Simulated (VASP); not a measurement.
# AlN (wurtzite) (P6_3mc) in VASP: notebook

AlN (wurtzite) is run at these levels: PBE; tasks: single point, relaxation of cell and atoms.

All numbers are computed with VASP 6.6.1; they aren't measurements. Logs are shortened: lines on timing, memory, paths and dates and some standing lists are left out, and cuts for length are marked.

## Step 1: The cell of the first run

The structure is hexagonal, space group P6_3mc (No. 186). The conventional cell has a = 3.130 Å, b = 3.130 Å, c = 5.018 Å, α = 90.00°, β = 90.00°, γ = 120.00°. Within 2.5 Å of Al (site symmetry 3m) lie 4 N at 1.90 to 1.91 Å. N (site symmetry 3m) has 4 Al at 1.90 to 1.91 Å within 2.5 Å.

## Step 2: Single point, PBE

The input, INCAR:

```
SYSTEM = AlN
  PREC = Accurate
  ENCUT = 520
  EDIFF = 1E-6
  ISMEAR = 0
  SIGMA = 0.01
  LREAL = .False.
  LASPH = .True.
  NELM = 100
  ALGO = Normal
  ISIF = 2
  LWAVE = .False.
  LCHARG = .False.
  GGA = PE
  NBANDS = 16
```

The input, KPOINTS:

```
regular mesh
0
Gamma
  8 8 5
  0 0 0
```

The input, POSCAR:

```
AlN
1.0
    3.1303099914      0.0000000000      0.0000000000
   -1.5651549957      2.7109279742      0.0000000000
    0.0000000000      0.0000000000      5.0178394100
Al N
2 2
Direct
    0.3333333333      0.6666666667      0.0002232070
    0.6666666667      0.3333333333      0.5002232070
    0.3333333333      0.6666666667      0.3817767930
    0.6666666667      0.3333333333      0.8817767930
```

Potentials or basis: VASP PAW PBE potentials, release 64 (Al, N).

Launch:

```bash
$ cat potpaw_PBE.64/Al/POTCAR potpaw_PBE.64/N/POTCAR > POTCAR
$ mpirun -np 1 vasp_std > vasp.out
```

OUTCAR:

```text
SYSTEM = AlN
   PREC = Accurate
   ENCUT = 520
   EDIFF = 1E-6
   ISMEAR = 0
   LREAL = .False.
   LASPH = .True.
   NELM = 100
   ISIF = 2
   GGA = PE

 ion  position               nearest neighbor table
   1  0.333  0.667  0.000-   4 1.90   4 1.90   4 1.90   3 1.91   2 3.09   2 3.09   2 3.09   2 3.09
                             2 3.09   2 3.09
   2  0.667  0.333  0.500-   3 1.90   3 1.90   3 1.90   4 1.91   1 3.09   1 3.09   1 3.09   1 3.09
                             1 3.09   1 3.09
   3  0.333  0.667  0.382-   2 1.90   2 1.90   2 1.90   1 1.91
   4  0.667  0.333  0.882-   1 1.90   1 1.90   1 1.90   2 1.91

  LATTYP: Found a hexagonal cell.
 ALAT       =     3.1303099914
 C/A-ratio  =     1.6029848238

  Lattice vectors:

 A1 = (   3.1303099914,   0.0000000000,   0.0000000000)
 A2 = (  -1.5651549957,   2.7109279742,   0.0000000000)
 A3 = (   0.0000000000,   0.0000000000,   5.0178394100)

Analysis of symmetry for initial positions (statically):
=====================================================================
 Subroutine PRICEL returns:
 Original cell was already a primitive cell.

 Routine SETGRP: Setting up the symmetry group for a
 hexagonal supercell.

 Subroutine GETGRP returns: Found 12 space group operations
 (whereof  6 operations were pure point group operations)
 out of a pool of 24 trial point group operations.

The static configuration has the point symmetry C_3v.
 The point group associated with its full space group is C_6v.

Analysis of symmetry for dynamics (positions and initial velocities):
=====================================================================
 Subroutine PRICEL returns:
 Original cell was already a primitive cell.

 Routine SETGRP: Setting up the symmetry group for a
 hexagonal supercell.

 Subroutine GETGRP returns: Found 12 space group operations
 (whereof  6 operations were pure point group operations)
 out of a pool of 24 trial point group operations.

The dynamic configuration has the point symmetry C_3v.
 The point group associated with its full space group is C_6v.

 Subroutine INISYM returns: Found 12 space group operations
 (whereof  6 operations are pure point group operations),
 and found     1 'primitive' translations

----------------------------------------------------------------------------------------

                                     Primitive cell

  volume of cell :      42.5816

  direct lattice vectors                    reciprocal lattice vectors
     3.130309991  0.000000000  0.000000000     0.319457179  0.184438688  0.000000000
    -1.565154996  2.710927974  0.000000000     0.000000000  0.368877377  0.000000000
     0.000000000  0.000000000  5.017839410     0.000000000  0.000000000  0.199288961

  length of vectors
     3.130309991  3.130309991  5.017839410     0.368877377  0.368877377  0.199288961

  position of ions in fractional coordinates (direct lattice)
     0.333333333  0.666666667  0.000223207
     0.666666667  0.333333333  0.500223207
     0.333333333  0.666666667  0.381776793
     0.666666667  0.333333333  0.881776793

  ion indices of the primitive-cell ions
   primitive index   ion index
                 1           1
                 2           2
                 3           3
                 4           4

----------------------------------------------------------------------------------------

 KPOINTS: regular mesh

Automatic generation of k-mesh.
 Grid dimensions read from file:
 generate k-points for:    8    8    5

 Generating k-lattice:

  Cartesian coordinates                     Fractional coordinates (reciprocal lattice)
     0.039932147  0.023054836  0.000000000     0.125000000 -0.000000000  0.000000000
     0.000000000  0.046109672  0.000000000     0.000000000  0.125000000  0.000000000
     0.000000000  0.000000000  0.039857792     0.000000000  0.000000000  0.200000000

  Length of vectors
     0.046109672  0.046109672  0.039857792

  Shift w.r.t. Gamma in fractional coordinates (k-lattice)
     0.000000000  0.000000000  0.000000000

 Subroutine IBZKPT returns following result:
 ===========================================

 Found     30 irreducible k-points:

 Following reciprocal coordinates:
            Coordinates               Weight
  0.000000  0.000000  0.000000      1.000000
  0.125000  0.000000  0.000000      6.000000
  0.250000  0.000000  0.000000      6.000000
  0.375000  0.000000  0.000000      6.000000
  0.500000  0.000000  0.000000      3.000000
  0.125000  0.125000  0.000000      6.000000
[... 16 lines left out ...]
  0.250000  0.000000  0.400000     12.000000
  0.375000  0.000000  0.400000     12.000000
 [... further k-points ...]
   k-points           NKPTS =     30   k-points in BZ     NKDIM =     30   number of bands    NBANDS=     16
   number of dos      NEDOS =    301   number of ions     NIONS =      4
   total plane-waves  NPLWV =  23040
   dimension x,y,z NGX =    24 NGY =   24 NGZ =   40
   dimension x,y,z NGXF=    48 NGYF=   48 NGZF=   80
   ions per type =               2   2
   NGX,Y,Z   is equivalent  to a cutoff of  12.75, 12.75, 13.25 a.u.
   NGXF,Y,Z  is equivalent  to a cutoff of  25.49, 25.49, 26.50 a.u.
 SYSTEM =  AlN
   PREC   = accura    normal or accurate (medium, high low for compatibility)
   ISTART =      0    job   : 0-new  1-cont  2-samecut
   ICHARG =      2    charge: 1-file 2-atom 10-const
   ISPIN  =      1    spin polarized calculation?
   LNONCOLLINEAR =      F non collinear calculations
   LSORBIT =      F    spin-orbit coupling
   LASPH  =      T    aspherical Exc in radial PAW
   ENCUT  =  520.0 eV  38.22 Ry    6.18 a.u.   5.82  5.82  9.33*2*pi/ulx,y,z
   NELM   =    100;   NELMIN=  2; NELMDL= -5     # of ELM steps
   EDIFF  = 0.1E-05   stopping-criterion for ELM
   LREAL  =      F    real-space projection
   EDIFFG = 0.1E-04   stopping-criterion for IOM
   NSW    =      0    number of steps for IOM
   IBRION =     -1    ionic relax: 0-MD 1-quasi-New 2-CG
   NFREE  =      0    steps in history (QN), initial steepest desc. (CG)
   ISIF   =      2    stress and relaxation
   ISYM   =      2    0-nonsym 1-usesym 2-fastsym
   POTIM  = 0.5000    time-step for ionic-motion
   TEBEG  =    0.0;   TEEND  =   0.0 temperature during run
   PSTRESS=    0.0 pullay stress
   NELECT =      16.0000    total number of electrons
   NUPDOWN=      -1.0000    fix difference up-down
   EMIN   =  10.00;   EMAX   =-10.00  energy-range for DOS
   EFERMI =   0.00;   METHOD = LEGACY
   ISMEAR =     0;   SIGMA  =   0.01  broadening in eV -4-tet -1-fermi 0-gaus
   EFERMI_NEDOS =   21; number of points for ismear=-14 and -15
   IALGO  =     38    algorithm
   IMIX   =      4    mixing-type and parameters
     AMIX     =   0.40;   BMIX     =  1.00
     AMIX_MAG =   1.60;   BMIX_MAG =  1.00
  volume/ion in A,a.u.               =      10.65        71.84
  Fermi-wavevector in a.u.,A,eV,Ry     =   1.181338  2.232405 18.987735  1.395559
  Thomas-Fermi vector in A             =   2.317613
   LORBIT       =      0    0 simple, 1 ext, 2 COOP (PROOUT), +10 PAW based schemes
   GGA     = PE    functional components
   LHFCALC =     F    Hartree Fock is set to
   AEXX    =    0.0000 exact exchange contribution
   IVDW    =     0    specifies the selected vdW correction
   LEPSILON=     F    determine dielectric tensor
   LRPA    =     F    only Hartree local field effects (RPA)
 non-spin polarized calculation
 Gauss-broadening in eV      SIGMA  =   0.01
  energy-cutoff  :      520.00
  volume of cell :       42.58
 maximum number of plane-waves:      1160
 NGX is ok and might be reduce to    24
   NGX = 11   NGY = 11   NGZ = 19

 number of electron      15.9999998 magnetization

 Free energy of the ion-electron system (eV)
  ---------------------------------------------------
  ext. energy  EPLUGINS =         0.00000000
  ---------------------------------------------------
  free energy    TOTEN  =       -29.78042869 eV

  energy without entropy =      -29.78042869  energy(sigma->0) =      -29.78042869

 E-fermi :   6.0207     XC(G=0): -10.8268

 val. band max:        5.9644928308   @ k =   0.0000   0.0000   0.0000
 cond. band min:      10.0072175584   @ k =   0.0000   0.0000   0.0000
 fundamental gap:      4.0427247277
 Fermi energy:         6.0206552156

 k-point     1 :       0.0000    0.0000    0.0000
  band No.  band energies     occupation
      1      -9.1032      2.00000
      2      -7.0204      2.00000
      3       0.0590      2.00000
      4       5.1185      2.00000
      5       5.1185      2.00000
      6       5.7612      2.00000
[... 8 lines left out ...]
     15      18.9288      0.00000
     16      18.9288      0.00000

 k-point     2 :       0.1250    0.0000    0.0000
  band No.  band energies     occupation
      1      -8.9101      2.00000
      2      -6.9130      2.00000
      3       0.2914      2.00000
      4       4.2581      2.00000
      5       4.8803      2.00000
      6       4.9363      2.00000
[... 8 lines left out ...]
     15      18.6626      0.00000
     16      18.9062      0.00000

 k-point     3 :       0.2500    0.0000    0.0000
  band No.  band energies     occupation
      1      -8.3719      2.00000
      2      -6.6600      2.00000
      3       0.9585      2.00000
      4       2.5575      2.00000
      5       3.5215      2.00000
      6       4.4227      2.00000
[... 8 lines left out ...]
     15      17.8725      0.00000
     16      19.1079      0.00000

 k-point     4 :       0.3750    0.0000    0.0000
  band No.  band energies     occupation
      1      -7.6468      2.00000
      2      -6.4770      2.00000
      3       1.1312      2.00000
      4       1.9343      2.00000
      5       2.3392      2.00000
      6       4.0490      2.00000
[... 8 lines left out ...]
     15      18.0804      0.00000
     16      20.6266      0.00000
[... 324 lines left out ...]
 k-point    22 :       0.1250    0.0000    0.4000
  band No.  band energies     occupation
      1      -8.3540      2.00000
      2      -7.7613      2.00000
      3       1.8989      2.00000
      4       3.2913      2.00000
      5       4.7135      2.00000
      6       5.1360      2.00000
[... 8 lines left out ...]
     15      17.8513      0.00000
     16      18.0247      0.00000

 k-point    23 :       0.2500    0.0000    0.4000
  band No.  band energies     occupation
      1      -7.8727      2.00000
      2      -7.3567      2.00000
      3       1.6623      2.00000
      4       2.3310      2.00000
      5       3.8954      2.00000
      6       4.7728      2.00000
[... 8 lines left out ...]
     15      18.3548      0.00000
     16      18.8933      0.00000

 k-point    24 :       0.3750    0.0000    0.4000
  band No.  band energies     occupation
      1      -7.2673      2.00000
      2      -6.9053      2.00000
      3       0.7922      2.00000
      4       1.1797      2.00000
      5       3.9637      2.00000
      6       4.4454      2.00000
[... 8 lines left out ...]
     15      18.4402      0.00000
     16      19.5957      0.00000

 [... further k-points ...]

------------------------ aborting loop because EDIFF is reached ----------------------------------------

  FORCE on cell =-STRESS in cart. coord.  units (eV):
  Direction    XX          YY          ZZ          XY          YZ          ZX
  --------------------------------------------------------------------------------------
  -------------------------------------------------------------------------------------
  Total       -0.0751829     -0.0751829     -0.0554314      0.0000000     -0.0000000     -0.0000000
  in kB       -2.8288361     -2.8288361     -2.0856630      0.0000000     -0.0000000     -0.0000000
  external PRESSURE =      -2.5811117 kB  Pullay stress =       0.0000000 kB

 VOLUME and BASIS-vectors are now :
 -----------------------------------------------------------------------------
  energy-cutoff  :      520.00
  volume of cell :       42.58
      direct lattice vectors                 reciprocal lattice vectors
     3.130309991  0.000000000  0.000000000     0.319457179  0.184438688  0.000000000
    -1.565154996  2.710927974  0.000000000     0.000000000  0.368877377  0.000000000
     0.000000000  0.000000000  5.017839410     0.000000000  0.000000000  0.199288961

 POSITION                                       TOTAL-FORCE (eV/Angst)
 -----------------------------------------------------------------------------------
     -0.00000      1.80729      0.00112         0.000000      0.000000      0.000734
      1.56515      0.90364      2.51004         0.000000     -0.000000      0.000734
     -0.00000      1.80729      1.91569         0.000000     -0.000000     -0.000734
      1.56515      0.90364      4.42461        -0.000000      0.000000     -0.000734
 -----------------------------------------------------------------------------------
    total drift:                               -0.000000      0.000000      0.000586

  FREE ENERGIE OF THE ION-ELECTRON SYSTEM (eV)
  ---------------------------------------------------
  free  energy   TOTEN  =       -29.7804286903 eV

  energy  without entropy=      -29.7804286903  energy(sigma->0) =      -29.78042869
```

It took 6.4 s on 1 thread of Intel Xeon 6975P-C (Granite Rapids), shared host; peak memory 0.15 GiB.

What came out:

- Free energy: -29.7804 eV
- Pressure: -0.3 GPa
- Band gap on the k mesh: 4.04 eV, direct

Levels at points of the mesh, in eV from the valence-band top:
| k point | band 5 | band 6 | band 7 | band 8 | band 9 | band 10 | band 11 | band 12 |
| --- | --- | --- | --- | --- | --- | --- | --- | --- |
| (0.00, 0.00, 0.00) | -0.85 | -0.20 | -0.20 | 0.00 | 4.04 | 6.51 | 10.46 | 11.03 |
| (0.50, 0.00, 0.00) | -3.29 | -2.05 | -1.74 | -0.68 | 5.76 | 5.76 | 8.02 | 10.14 |

PBE gaps usually lie below the measured ones, often by a third to a half.

## Step 3: Relaxation of cell and atoms, PBE

This run uses another cell than the first one, of 10.44 Å³/atom, 0.981 times its volume.

The input, INCAR:

```
PREC     = Accurate       # precision mode
ENCUT    = 600            # plane-wave cutoff, eV
EDIFF    = 1E-6           # SCF threshold, eV
ISMEAR   = 0              # smearing method
SIGMA    = 0.01           # smearing width, eV
LREAL    = F              # projectors in reciprocal space
LASPH    = T              # aspherical terms in the spheres
NELM     = 80             # most SCF steps
ALGO     = Normal         # electronic algorithm
ISIF     = 3              # what is computed and relaxed
LWAVE    = F              # write WAVECAR
LCHARG   = F              # write CHGCAR
GGA      = PE             # functional
IBRION   = 2              # ionic algorithm
NSW      = 60             # ionic steps
EDIFFG   = -0.003         # ionic threshold
```

The input, KPOINTS:

```
regular mesh
0
Gamma
  8 8 5
```

The input, POSCAR:

```
AlN
1.0
    3.1120000000      0.0000000000      0.0000000000
   -1.5560000000      2.6950710566      0.0000000000
    0.0000000000      0.0000000000      4.9800000000
Al N
2 2
Direct
    0.3333333333      0.6666666667      0.0000000000
    0.6666666667      0.3333333333      0.5000000000
    0.3333333333      0.6666666667      0.3820000000
    0.6666666667      0.3333333333      0.8820000000
```

Potentials or basis: VASP PAW PBE potentials, release 64 (Al, N).

Launch:

```bash
$ cat potpaw_PBE.64/Al/POTCAR potpaw_PBE.64/N/POTCAR > POTCAR
$ mpirun -np 1 vasp_std > vasp.out
```

It took 27 s on 1 thread of Intel Xeon 6975P-C (Granite Rapids), shared host; peak memory 0.18 GiB.

It converged, with:

| Quantity | Value |
| --- | --- |
| Free energy | -29.7825 eV |
| Relaxed volume | 10.62 Å³/atom |
| Relaxed cell | a = 3.128 Å, b = 3.128 Å, c = 5.015 Å, α = 90.00°, β = 90.00°, γ = 120.00° |
| Space group after relaxing (to 0.05 Å) | P6_3mc (No. 186) |
| Energy gained by relaxing | 1.9 meV/atom |
| Ionic steps | 8 |
| Pressure after relaxing | 0.0 GPa |
| Band gap on the k mesh | 4.06 eV, direct |

Step by step:
```csv
step,energy change (eV),largest force (eV/Å),pressure (GPa),volume (Å³)
1,0.0000,0.0013,3.48,41.77
2,-0.0016,0.0187,-2.91,43.15
3,-0.0077,0.0110,0.01,42.49
4,-0.0077,0.0111,-0.06,42.51
5,-0.0078,0.0095,-0.07,42.51
6,-0.0078,0.0082,-0.06,42.51
7,-0.0078,0.0058,0.05,42.48
8,-0.0078,0.0003,0.01,42.50
```

Final structure:
```yaml
crystal:
  lattice:
    - [3.12803, 0.00000, 0.00000]
    - [-1.56402, 2.70896, 0.00000]
    - [0.00000, 0.00000, 5.01502]
  atoms:
    - { symbol: Al, position: [0.33333, 0.66667, 0.00024] }
    - { symbol: Al, position: [0.66667, 0.33333, 0.50024] }
    - { symbol: N, position: [0.33333, 0.66667, 0.38176] }
    - { symbol: N, position: [0.66667, 0.33333, 0.88176] }
```

Levels at points of the mesh, in eV from the valence-band top:
| k point | band 5 | band 6 | band 7 | band 8 | band 9 | band 10 | band 11 | band 12 |
| --- | --- | --- | --- | --- | --- | --- | --- | --- |
| (0.00, 0.00, 0.00) | -0.85 | -0.20 | -0.20 | 0.00 | 4.06 | 6.53 | 10.47 | 11.04 |
| (0.50, 0.00, 0.00) | -3.30 | -2.06 | -1.75 | -0.68 | 5.77 | 5.77 | 8.04 | 10.16 |
